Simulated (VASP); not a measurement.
# Ba (I4/mmm) in VASP: single point with LDA

Aim: the single point of Ba with LDA.

Program: VASP 6.6.1. These are calculated values, not measurements. Logs are shortened: lines on timing, memory, paths and dates and some standing lists are left out, and cuts for length are marked.

## 1. The cell of the first run

The typed cell holds 1 atom: a = 4.454 Å, b = 4.454 Å, c = 4.454 Å, α = 120.00°, β = 120.00°, γ = 90.01°.

This isn't the form of Ba at room conditions, which is bcc.

## 2. Single point, LDA

Contents of INCAR:

```
SYSTEM = Ba
PREC = Accurate
ENCUT = 520
EDIFF = 1E-6
ISMEAR = 0
SIGMA = 0.15
LREAL = .FALSE.
LASPH = .TRUE.
NELM = 100
ALGO = Fast
ISIF = 2
LWAVE = .FALSE.
LCHARG = .FALSE.
GGA = CA
NBANDS = 11
```

Contents of KPOINTS:

```
Automatic mesh
0
G
  16 16 16
  0 0 0
```

Contents of POSCAR:

```
Ba
1.0
   -2.2273589199      2.2273589199      3.1494855127
    2.2273589199     -2.2273589199      3.1494855127
    2.2273589199      2.2273589199     -3.1494855127
Ba
1
Direct
    0.0000000000      0.0000000000      0.0000000000
```

Potentials or basis: VASP PAW LDA potentials, release 64 (Ba_sv).

Launch:

```console
> cat potpaw_LDA.64/Ba_sv/POTCAR > POTCAR
> mpirun -np 1 vasp_std > vasp.out
```

OUTCAR:

```text
SYSTEM = Ba
   PREC = Accurate
   ENCUT = 520
   EDIFF = 1E-6
   ISMEAR = 0
   LREAL = .FALSE.
   LASPH = .TRUE.
   NELM = 100
   ISIF = 2
   GGA = CA

 ion  position               nearest neighbor table
   1  0.000  0.000  0.000-

  LATTYP: Found a body centered tetragonal cell.
 ALAT       =     4.4547178398
 C/A-ratio  =     1.4140000000

  Lattice vectors:

 A1 = (  -2.2273589199,   2.2273589199,   3.1494855127)
 A2 = (   2.2273589199,  -2.2273589199,   3.1494855127)
 A3 = (   2.2273589199,   2.2273589199,  -3.1494855127)

Analysis of symmetry for initial positions (statically):
=====================================================================
 Subroutine PRICEL returns:
 Original cell was already a primitive cell.

 Routine SETGRP: Setting up the symmetry group for a
 body centered tetragonal supercell.

 Subroutine GETGRP returns: Found 16 space group operations
 (whereof 16 operations were pure point group operations)
 out of a pool of 16 trial point group operations.

The static configuration has the point symmetry D_4h.

Analysis of symmetry for dynamics (positions and initial velocities):
=====================================================================
 Subroutine PRICEL returns:
 Original cell was already a primitive cell.

 Routine SETGRP: Setting up the symmetry group for a
 body centered tetragonal supercell.

 Subroutine GETGRP returns: Found 16 space group operations
 (whereof 16 operations were pure point group operations)
 out of a pool of 16 trial point group operations.

The dynamic configuration has the point symmetry D_4h.

 Subroutine INISYM returns: Found 16 space group operations
 (whereof 16 operations are pure point group operations),
 and found     1 'primitive' translations

----------------------------------------------------------------------------------------

                                     Primitive cell

  volume of cell :      62.5000

  direct lattice vectors                    reciprocal lattice vectors
    -2.227358920  2.227358920  3.149485513     0.000000000  0.224481109  0.158756088
     2.227358920 -2.227358920  3.149485513     0.224481109  0.000000000  0.158756088
     2.227358920  2.227358920 -3.149485513     0.224481109  0.224481109  0.000000000

  length of vectors
     4.454381496  4.454381496  4.454381496     0.274945929  0.274945929  0.317464229

  position of ions in fractional coordinates (direct lattice)
     0.000000000  0.000000000  0.000000000

  ion indices of the primitive-cell ions
   primitive index   ion index
                 1           1

----------------------------------------------------------------------------------------

 KPOINTS: Automatic mesh

Automatic generation of k-mesh.
 Grid dimensions read from file:
 generate k-points for:   16   16   16

 Generating k-lattice:

  Cartesian coordinates                     Fractional coordinates (reciprocal lattice)
     0.000000000  0.014030069  0.009922256     0.062500000  0.000000000  0.000000000
     0.014030069  0.000000000  0.009922256     0.000000000  0.062500000  0.000000000
     0.014030069  0.014030069  0.000000000     0.000000000  0.000000000  0.062500000

  Length of vectors
     0.017184121  0.017184121  0.019841514

  Shift w.r.t. Gamma in fractional coordinates (k-lattice)
     0.000000000  0.000000000  0.000000000

 Subroutine IBZKPT returns following result:
 ===========================================

 Found    349 irreducible k-points:

 Following reciprocal coordinates:
            Coordinates               Weight
  0.000000  0.000000  0.000000      1.000000
  0.062500  0.000000  0.000000      8.000000
  0.125000  0.000000  0.000000      8.000000
  0.187500 -0.000000  0.000000      8.000000
  0.250000  0.000000  0.000000      8.000000
  0.312500 -0.000000  0.000000      8.000000
[... 16 lines left out ...]
 -0.125000  0.062500  0.000000     16.000000
 -0.062500  0.062500  0.000000      4.000000
 [... further k-points ...]
   k-points           NKPTS =    349   k-points in BZ     NKDIM =    349   number of bands    NBANDS=     11
   number of dos      NEDOS =    301   number of ions     NIONS =      1
   total plane-waves  NPLWV =  46656
   dimension x,y,z NGX =    36 NGY =   36 NGZ =   36
   dimension x,y,z NGXF=    72 NGYF=   72 NGZF=   72
   ions per type =               1
   NGX,Y,Z   is equivalent  to a cutoff of  13.44, 13.44, 13.44 a.u.
   NGXF,Y,Z  is equivalent  to a cutoff of  26.87, 26.87, 26.87 a.u.
 SYSTEM =  Ba
   PREC   = accura    normal or accurate (medium, high low for compatibility)
   ISTART =      0    job   : 0-new  1-cont  2-samecut
   ICHARG =      2    charge: 1-file 2-atom 10-const
   ISPIN  =      1    spin polarized calculation?
   LNONCOLLINEAR =      F non collinear calculations
   LSORBIT =      F    spin-orbit coupling
   LASPH  =      T    aspherical Exc in radial PAW
   ENCUT  =  520.0 eV  38.22 Ry    6.18 a.u.   8.28  8.28  8.28*2*pi/ulx,y,z
   NELM   =    100;   NELMIN=  2; NELMDL= -5     # of ELM steps
   EDIFF  = 0.1E-05   stopping-criterion for ELM
   LREAL  =      F    real-space projection
   EDIFFG = 0.1E-04   stopping-criterion for IOM
   NSW    =      0    number of steps for IOM
   IBRION =     -1    ionic relax: 0-MD 1-quasi-New 2-CG
   NFREE  =      0    steps in history (QN), initial steepest desc. (CG)
   ISIF   =      2    stress and relaxation
   ISYM   =      2    0-nonsym 1-usesym 2-fastsym
   POTIM  = 0.5000    time-step for ionic-motion
   TEBEG  =    0.0;   TEEND  =   0.0 temperature during run
   PSTRESS=    0.0 pullay stress
   NELECT =      10.0000    total number of electrons
   NUPDOWN=      -1.0000    fix difference up-down
   EMIN   =  10.00;   EMAX   =-10.00  energy-range for DOS
   EFERMI =   0.00;   METHOD = LEGACY
   ISMEAR =     0;   SIGMA  =   0.15  broadening in eV -4-tet -1-fermi 0-gaus
   EFERMI_NEDOS =   21; number of points for ismear=-14 and -15
   IALGO  =     68    algorithm
   IMIX   =      4    mixing-type and parameters
     AMIX     =   0.40;   BMIX     =  1.00
     AMIX_MAG =   1.60;   BMIX_MAG =  1.00
  volume/ion in A,a.u.               =      62.50       421.77
  Fermi-wavevector in a.u.,A,eV,Ry     =   0.888754  1.679501 10.747016  0.789883
  Thomas-Fermi vector in A             =   2.010225
   LORBIT       =      0    0 simple, 1 ext, 2 COOP (PROOUT), +10 PAW based schemes
   GGA     = CA    functional components
   LHFCALC =     F    Hartree Fock is set to
   AEXX    =    0.0000 exact exchange contribution
   IVDW    =     0    specifies the selected vdW correction
   LEPSILON=     F    determine dielectric tensor
   LRPA    =     F    only Hartree local field effects (RPA)
 non-spin polarized calculation
 RMM-DIIS sequential band-by-band and
 Gauss-broadening in eV      SIGMA  =   0.15
  energy-cutoff  :      520.00
  volume of cell :       62.50
 maximum number of plane-waves:      1706
 NGX is ok and might be reduce to    36
   NGX = 17   NGY = 17   NGZ = 17

 number of electron      10.0000000 magnetization

 number of electron       9.9999999 magnetization

 Free energy of the ion-electron system (eV)
  ---------------------------------------------------
  ext. energy  EPLUGINS =         0.00000000
  ---------------------------------------------------
  free energy    TOTEN  =        -2.21314373 eV

  energy without entropy =       -2.19424736  energy(sigma->0) =       -2.20369555

 E-fermi :   1.4937     XC(G=0):  -7.6384

 val. band max:        1.4895274595   @ k =   0.3125   0.3125   0.0000
 cond. band min:       1.4937138987   @ k =  -0.4375   0.4375   0.2500
 fundamental gap:      0.0041864392
 Fermi energy:         1.4936810217

 k-point     1 :       0.0000    0.0000    0.0000
  band No.  band energies     occupation
      1     -27.3271      2.00000
      2     -12.2893      2.00000
      3     -12.2893      2.00000
      4     -12.2893      2.00000
      5      -1.3059      2.00000
      6       3.2149      0.00000
      7       3.2149      0.00000
      8       3.2158      0.00000
      9       4.7911      0.00000
     10       4.7925      0.00000
     11       7.5572      0.00000

 k-point     2 :       0.0625    0.0000    0.0000
  band No.  band energies     occupation
      1     -27.3255      2.00000
      2     -12.3090      2.00000
      3     -12.2918      2.00000
      4     -12.2918      2.00000
      5      -1.2349      2.00000
      6       3.1288      0.00000
      7       3.2499      0.00000
      8       3.2505      0.00000
      9       4.7428      0.00000
     10       4.7442      0.00000
     11       7.7311      0.00000

 k-point     3 :       0.1250    0.0000    0.0000
  band No.  band energies     occupation
      1     -27.3209      2.00000
      2     -12.3646      2.00000
      3     -12.2988      2.00000
      4     -12.2987      2.00000
      5      -1.0300      2.00000
      6       2.9164      0.00000
      7       3.3369      0.00000
      8       3.3376      0.00000
      9       4.6412      0.00000
     10       4.6424      0.00000
     11       8.1439      0.00000

 k-point     4 :       0.1875   -0.0000    0.0000
  band No.  band energies     occupation
      1     -27.3141      2.00000
      2     -12.4459      2.00000
      3     -12.3092      2.00000
      4     -12.3092      2.00000
      5      -0.7164      2.00000
      6       2.6692      0.00000
      7       3.4126      0.00000
      8       3.4134      0.00000
      9       4.6007      0.00000
     10       4.6016      0.00000
     11       8.1169      0.00000
[... 239 lines left out ...]
 k-point    22 :      -0.1875    0.0625    0.0000
  band No.  band energies     occupation
      1     -27.3153      2.00000
      2     -12.4220      2.00000
      3     -12.3164      2.00000
      4     -12.3081      2.00000
      5      -0.7720      2.00000
      6       2.6850      0.00000
      7       3.4193      0.00000
      8       3.4416      0.00000
      9       4.3180      0.00000
     10       4.8282      0.00000
     11       8.3900      0.00000

 k-point    23 :      -0.1250    0.0625    0.0000
  band No.  band energies     occupation
      1     -27.3214      2.00000
      2     -12.3500      2.00000
      3     -12.3047      2.00000
      4     -12.3005      2.00000
      5      -1.0507      2.00000
      6       2.9130      0.00000
      7       3.3467      0.00000
      8       3.3522      0.00000
      9       4.4421      0.00000
     10       4.8303      0.00000
     11       8.1492      0.00000

 k-point    24 :      -0.0625    0.0625    0.0000
  band No.  band energies     occupation
      1     -27.3249      2.00000
      2     -12.3087      2.00000
      3     -12.2960      2.00000
      4     -12.2960      2.00000
      5      -1.2112      2.00000
      6       3.0859      0.00000
      7       3.2711      0.00000
      8       3.2719      0.00000
      9       4.6220      0.00000
     10       4.8289      0.00000
     11       7.7907      0.00000

 [... further k-points ...]
[... 5 lines left out ...]
  --------------------------------------------------------------------------------------
  -------------------------------------------------------------------------------------
  Total       -0.4407948     -0.4407948     -0.4406200      0.0000000      0.0000000      0.0000000
  in kB      -11.2997022    -11.2997022    -11.2952225      0.0000000      0.0000000      0.0000000
  external PRESSURE =     -11.2982090 kB  Pullay stress =       0.0000000 kB

 VOLUME and BASIS-vectors are now :
 -----------------------------------------------------------------------------
  energy-cutoff  :      520.00
  volume of cell :       62.50
      direct lattice vectors                 reciprocal lattice vectors
    -2.227358920  2.227358920  3.149485513     0.000000000  0.224481109  0.158756088
     2.227358920 -2.227358920  3.149485513     0.224481109  0.000000000  0.158756088
     2.227358920  2.227358920 -3.149485513     0.224481109  0.224481109  0.000000000

 POSITION                                       TOTAL-FORCE (eV/Angst)
 -----------------------------------------------------------------------------------
      0.00000      0.00000      0.00000        -0.000000      0.000000      0.000000
 -----------------------------------------------------------------------------------
    total drift:                               -0.000000      0.000000      0.000000

  FREE ENERGIE OF THE ION-ELECTRON SYSTEM (eV)
  ---------------------------------------------------
  free  energy   TOTEN  =        -2.2131437282 eV

  energy  without entropy=       -2.1942473644  energy(sigma->0) =       -2.20369555
```

It took 6.9 min on 1 thread of AMD EPYC 7R43 (Zen 3), shared host; peak memory 0.31 GiB.

What came out:

```
Free energy            : -2.2131 eV
Pressure               : -1.1 GPa
Band gap on the k mesh : zero (bands 5 and 6 overlap by 0.31 eV)
```

Levels at points of the mesh, in eV from the Fermi level:
```csv
k point,band 2,band 3,band 4,band 5,band 6,band 7,band 8,band 9
"(0.00, 0.00, 0.00)",-13.78,-13.78,-13.78,-2.80,1.72,1.72,1.72,3.30
"(0.50, 0.00, 0.00)",-14.27,-13.85,-13.85,-0.99,1.15,1.58,1.58,4.52
"(0.50, 0.50, 0.00)",-14.23,-13.96,-13.96,-0.83,-0.21,2.14,4.53,4.89
"(0.50, 0.50, 0.50)",-14.23,-13.96,-13.96,-0.83,-0.21,2.14,4.53,4.89
```

Caveat: spin-orbit coupling is left out, which moves the levels of the heavy elements.
